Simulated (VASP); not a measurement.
# NaCl (Fm-3m) in VASP: single point with PBE

Aim: the single point of NaCl with PBE.

Everything below comes from runs of VASP 6.6.1. Logs are shortened: lines on timing, memory, paths and dates and some standing lists are left out, and cuts for length are marked.

**1. The cell of the first run**

Symmetry: Fm-3m, No. 225, cubic system. Conventional cell: a = 5.878 Å, b = 5.878 Å, c = 5.878 Å, α = 90.00°, β = 90.00°, γ = 90.00°. Na (site symmetry m-3m) has 6 Cl at 2.94 Å within 3.9 Å. Cl (site symmetry m-3m) has 6 Na at 2.94 Å within 3.9 Å.

**2. Single point, PBE (volume scaled by 1.10)**

The input, INCAR:

```
PREC = Accurate ; ENCUT = 520
EDIFF = 1E-6 ; ISMEAR = 0
SIGMA = 0.02 ; LREAL = False
LASPH = True ; NELM = 100
ALGO = Normal ; ISIF = 2
LWAVE = False ; LCHARG = False
GGA = PE ; NBANDS = 14
```

The input, KPOINTS:

```
regular mesh
0
Gamma
  8 8 8
```

The input, POSCAR:

```
NaCl
1.0
    0.0000000000      2.9389979406      2.9389979406
    2.9389979406      0.0000000000      2.9389979406
    2.9389979406      2.9389979406      0.0000000000
Na Cl
1 1
Direct
    0.0000000000      0.0000000000      0.0000000000
    0.5000000000      0.5000000000      0.5000000000
```

Potentials or basis: VASP PAW PBE potentials, release 64 (Na_pv, Cl).

Started as:

```sh
$ cat potpaw_PBE.64/Na_pv/POTCAR potpaw_PBE.64/Cl/POTCAR > POTCAR
$ mpirun -np 1 vasp_std > vasp.out
```

OUTCAR:

```text
PREC = Accurate
   ENCUT = 520
   EDIFF = 1E-6
   ISMEAR = 0
   LREAL = False
   LASPH = True
   NELM = 100
   ISIF = 2
   GGA = PE

 ion  position               nearest neighbor table
   1  0.000  0.000  0.000-
   2  0.500  0.500  0.500-

  LATTYP: Found a face centered cubic cell.
 ALAT       =     5.8779958812

  Lattice vectors:

 A1 = (   0.0000000000,   2.9389979406,   2.9389979406)
 A2 = (   2.9389979406,   0.0000000000,   2.9389979406)
 A3 = (   2.9389979406,   2.9389979406,   0.0000000000)

Analysis of symmetry for initial positions (statically):
=====================================================================
 Subroutine PRICEL returns:
 Original cell was already a primitive cell.

 Routine SETGRP: Setting up the symmetry group for a
 face centered cubic supercell.

 Subroutine GETGRP returns: Found 48 space group operations
 (whereof 48 operations were pure point group operations)
 out of a pool of 48 trial point group operations.

The static configuration has the point symmetry O_h .

Analysis of symmetry for dynamics (positions and initial velocities):
=====================================================================
 Subroutine PRICEL returns:
 Original cell was already a primitive cell.

 Routine SETGRP: Setting up the symmetry group for a
 face centered cubic supercell.

 Subroutine GETGRP returns: Found 48 space group operations
 (whereof 48 operations were pure point group operations)
 out of a pool of 48 trial point group operations.

The dynamic configuration has the point symmetry O_h .

 Subroutine INISYM returns: Found 48 space group operations
 (whereof 48 operations are pure point group operations),
 and found     1 'primitive' translations

----------------------------------------------------------------------------------------

                                     Primitive cell

  volume of cell :      50.7724

  direct lattice vectors                    reciprocal lattice vectors
     0.000000000  2.938997941  2.938997941    -0.170126012  0.170126012  0.170126012
     2.938997941  0.000000000  2.938997941     0.170126012 -0.170126012  0.170126012
     2.938997941  2.938997941  0.000000000     0.170126012  0.170126012 -0.170126012

  length of vectors
     4.156370747  4.156370747  4.156370747     0.294666897  0.294666897  0.294666897

  position of ions in fractional coordinates (direct lattice)
     0.000000000  0.000000000  0.000000000
     0.500000000  0.500000000  0.500000000

  ion indices of the primitive-cell ions
   primitive index   ion index
                 1           1
                 2           2

----------------------------------------------------------------------------------------

 KPOINTS: regular mesh

Automatic generation of k-mesh.
 Grid dimensions read from file:
 generate k-points for:    8    8    8

 Generating k-lattice:

  Cartesian coordinates                     Fractional coordinates (reciprocal lattice)
    -0.021265752  0.021265752  0.021265752     0.125000000  0.000000000  0.000000000
     0.021265752 -0.021265752  0.021265752     0.000000000  0.125000000  0.000000000
     0.021265752  0.021265752 -0.021265752     0.000000000  0.000000000  0.125000000

  Length of vectors
     0.036833362  0.036833362  0.036833362

  Shift w.r.t. Gamma in fractional coordinates (k-lattice)
     0.000000000  0.000000000  0.000000000

 Subroutine IBZKPT returns following result:
 ===========================================

 Found     29 irreducible k-points:

 Following reciprocal coordinates:
            Coordinates               Weight
  0.000000  0.000000  0.000000      1.000000
  0.125000  0.000000  0.000000      8.000000
  0.250000  0.000000  0.000000      8.000000
  0.375000  0.000000  0.000000      8.000000
  0.500000  0.000000  0.000000      4.000000
  0.125000  0.125000  0.000000      6.000000
[... 16 lines left out ...]
  0.500000  0.250000  0.125000     48.000000
 -0.375000  0.250000  0.125000     24.000000
 [... further k-points ...]
   k-points           NKPTS =     29   k-points in BZ     NKDIM =     29   number of bands    NBANDS=     14
   number of dos      NEDOS =    301   number of ions     NIONS =      2
   total plane-waves  NPLWV =  32768
   dimension x,y,z NGX =    32 NGY =   32 NGZ =   32
   dimension x,y,z NGXF=    64 NGYF=   64 NGZF=   64
   ions per type =               1   1
   NGX,Y,Z   is equivalent  to a cutoff of  12.80, 12.80, 12.80 a.u.
   NGXF,Y,Z  is equivalent  to a cutoff of  25.60, 25.60, 25.60 a.u.
 SYSTEM =  unknown system
   PREC   = accura    normal or accurate (medium, high low for compatibility)
   ISTART =      0    job   : 0-new  1-cont  2-samecut
   ICHARG =      2    charge: 1-file 2-atom 10-const
   ISPIN  =      1    spin polarized calculation?
   LNONCOLLINEAR =      F non collinear calculations
   LSORBIT =      F    spin-orbit coupling
   LASPH  =      T    aspherical Exc in radial PAW
   ENCUT  =  520.0 eV  38.22 Ry    6.18 a.u.   7.73  7.73  7.73*2*pi/ulx,y,z
   NELM   =    100;   NELMIN=  2; NELMDL= -5     # of ELM steps
   EDIFF  = 0.1E-05   stopping-criterion for ELM
   LREAL  =      F    real-space projection
   EDIFFG = 0.1E-04   stopping-criterion for IOM
   NSW    =      0    number of steps for IOM
   IBRION =     -1    ionic relax: 0-MD 1-quasi-New 2-CG
   NFREE  =      0    steps in history (QN), initial steepest desc. (CG)
   ISIF   =      2    stress and relaxation
   ISYM   =      2    0-nonsym 1-usesym 2-fastsym
   POTIM  = 0.5000    time-step for ionic-motion
   TEBEG  =    0.0;   TEEND  =   0.0 temperature during run
   PSTRESS=    0.0 pullay stress
   NELECT =      14.0000    total number of electrons
   NUPDOWN=      -1.0000    fix difference up-down
   EMIN   =  10.00;   EMAX   =-10.00  energy-range for DOS
   EFERMI =   0.00;   METHOD = LEGACY
   ISMEAR =     0;   SIGMA  =   0.02  broadening in eV -4-tet -1-fermi 0-gaus
   EFERMI_NEDOS =   21; number of points for ismear=-14 and -15
   IALGO  =     38    algorithm
   IMIX   =      4    mixing-type and parameters
     AMIX     =   0.40;   BMIX     =  1.00
     AMIX_MAG =   1.60;   BMIX_MAG =  1.00
  volume/ion in A,a.u.               =      25.39       171.31
  Fermi-wavevector in a.u.,A,eV,Ry     =   1.065553  2.013602 15.448087  1.135402
  Thomas-Fermi vector in A             =   2.201108
   LORBIT       =      0    0 simple, 1 ext, 2 COOP (PROOUT), +10 PAW based schemes
   GGA     = PE    functional components
   LHFCALC =     F    Hartree Fock is set to
   AEXX    =    0.0000 exact exchange contribution
   IVDW    =     0    specifies the selected vdW correction
   LEPSILON=     F    determine dielectric tensor
   LRPA    =     F    only Hartree local field effects (RPA)
 non-spin polarized calculation
 Gauss-broadening in eV      SIGMA  =   0.02
  energy-cutoff  :      520.00
  volume of cell :       50.77
 maximum number of plane-waves:      1384
   NGX = 15   NGY = 15   NGZ = 15

 number of electron      14.0000008 magnetization

 Free energy of the ion-electron system (eV)
  ---------------------------------------------------
  ext. energy  EPLUGINS =         0.00000000
  ---------------------------------------------------
  free energy    TOTEN  =        -6.75028945 eV

  energy without entropy =       -6.75028945  energy(sigma->0) =       -6.75028945

 E-fermi :  -1.1978     XC(G=0):  -7.6502

 val. band max:       -1.3866972756   @ k =   0.0000   0.0000   0.0000
 cond. band min:       3.2801291759   @ k =   0.0000   0.0000   0.0000
 fundamental gap:      4.6668264514
 Fermi energy:        -1.1977640583

 k-point     1 :       0.0000    0.0000    0.0000
  band No.  band energies     occupation
      1     -22.4746      2.00000
      2     -22.4746      2.00000
      3     -22.4746      2.00000
      4     -13.7986      2.00000
      5      -1.3867      2.00000
      6      -1.3867      2.00000
      7      -1.3867      2.00000
      8       3.2801      0.00000
      9       9.5795      0.00000
     10       9.5795      0.00000
     11       9.5795      0.00000
     12      11.5883      0.00000
     13      11.5883      0.00000
     14      12.9897      0.00000

 k-point     2 :       0.1250    0.0000    0.0000
  band No.  band energies     occupation
      1     -22.4769      2.00000
      2     -22.4748      2.00000
      3     -22.4748      2.00000
      4     -13.7661      2.00000
      5      -1.6890      2.00000
      6      -1.4178      2.00000
      7      -1.4178      2.00000
      8       3.7255      0.00000
      9       9.0199      0.00000
     10       9.7385      0.00000
     11       9.7386      0.00000
     12      11.2758      0.00000
     13      11.2758      0.00000
     14      13.6991      0.00000

 k-point     3 :       0.2500    0.0000    0.0000
  band No.  band energies     occupation
      1     -22.4826      2.00000
      2     -22.4753      2.00000
      3     -22.4752      2.00000
      4     -13.6860      2.00000
      5      -2.2884      2.00000
      6      -1.4909      2.00000
      7      -1.4909      2.00000
      8       4.6720      0.00000
      9       8.3169      0.00000
     10       9.7340      0.00000
     11       9.7340      0.00000
     12      11.4593      0.00000
     13      11.4593      0.00000
     14      13.2550      0.00000
[... 324 lines left out ...]
 k-point    23 :       0.5000    0.2500    0.1250
  band No.  band energies     occupation
      1     -22.4863      2.00000
      2     -22.4790      2.00000
      3     -22.4767      2.00000
      4     -13.5704      2.00000
      5      -2.6434      2.00000
      6      -1.9349      2.00000
      7      -1.6683      2.00000
      8       6.2700      0.00000
      9       7.7390      0.00000
     10       8.2431      0.00000
     11      10.0413      0.00000
     12      11.8074      0.00000
     13      13.8219      0.00000
     14      14.4863      0.00000

 k-point    24 :      -0.3750    0.2500    0.1250
  band No.  band energies     occupation
      1     -22.4875      2.00000
      2     -22.4793      2.00000
      3     -22.4771      2.00000
      4     -13.5443      2.00000
      5      -2.7372      2.00000
      6      -1.9966      2.00000
      7      -1.7117      2.00000
      8       6.6133      0.00000
      9       7.5468      0.00000
     10       8.4255      0.00000
     11       9.8740      0.00000
     12      12.3181      0.00000
     13      13.4295      0.00000
     14      14.5623      0.00000

 [... further k-points ...]

------------------------ aborting loop because EDIFF is reached ----------------------------------------

  FORCE on cell =-STRESS in cart. coord.  units (eV):
  Direction    XX          YY          ZZ          XY          YZ          ZX
  --------------------------------------------------------------------------------------
  -------------------------------------------------------------------------------------
  Total       -0.5783182     -0.5783182     -0.5783182      0.0000000      0.0000000      0.0000000
  in kB      -18.2494413    -18.2494413    -18.2494413      0.0000000      0.0000000      0.0000000
  external PRESSURE =     -18.2494413 kB  Pullay stress =       0.0000000 kB

 VOLUME and BASIS-vectors are now :
 -----------------------------------------------------------------------------
  energy-cutoff  :      520.00
  volume of cell :       50.77
      direct lattice vectors                 reciprocal lattice vectors
     0.000000000  2.938997941  2.938997941    -0.170126012  0.170126012  0.170126012
     2.938997941  0.000000000  2.938997941     0.170126012 -0.170126012  0.170126012
     2.938997941  2.938997941  0.000000000     0.170126012  0.170126012 -0.170126012

 POSITION                                       TOTAL-FORCE (eV/Angst)
 -----------------------------------------------------------------------------------
      0.00000      0.00000      0.00000         0.000000     -0.000000      0.000000
      2.93900      2.93900      2.93900        -0.000000      0.000000      0.000000
 -----------------------------------------------------------------------------------
    total drift:                                0.000000     -0.000000     -0.000000

  FREE ENERGIE OF THE ION-ELECTRON SYSTEM (eV)
  ---------------------------------------------------
  free  energy   TOTEN  =        -6.7502894480 eV

  energy  without entropy=       -6.7502894480  energy(sigma->0) =       -6.75028945
```

It took 15 s on 1 thread of AMD EPYC 7R13 (Zen 3), shared host; peak memory 0.14 GiB.

What came out:

```yaml
Free_energy: -6.7503 eV
Pressure: -1.8 GPa
Band_gap_on_the_k_mesh: 4.67 eV, direct
```
